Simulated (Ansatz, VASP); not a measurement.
## One calculation of Br, two programs

```
Br
1.0
     3.07796    0.00000    0.00000
     0.00000    3.07796    0.00000
     0.00000    0.00000    3.07796
Br
1
Direct
  0.00000 0.00000 0.00000
```

Alike in both runs: task relaxation of cell and atoms; functional PBE; k mesh 12 × 12 × 12; occupations fermi-dirac, width 0.1 eV; no spin polarisation.

|  | VASP | Ansatz |
| --- | --- | --- |
| version | VASP 6.6.1 | Ansatz 0.2.0 |
| potentials or method | VASP PAW PBE potentials, release 64 (Br) | PAW with Ansatz's default frozen-core files, scalar-relativistic |
| plane-wave cutoff (eV) | 500 | 420 |
| valence electrons in the cell | 7 | 7 |

Ansatz gave:

| Property | Result |
| --- | --- |
| relaxed volume (Å³/atom) | 29.95 |
| relaxed cell length with the largest relative difference (Å) | 3.105 |

Q: Estimate VASP's values.

A: Relaxed volume (Å³/atom): 29.96; relaxed cell length with the largest relative difference (Å): 3.106.
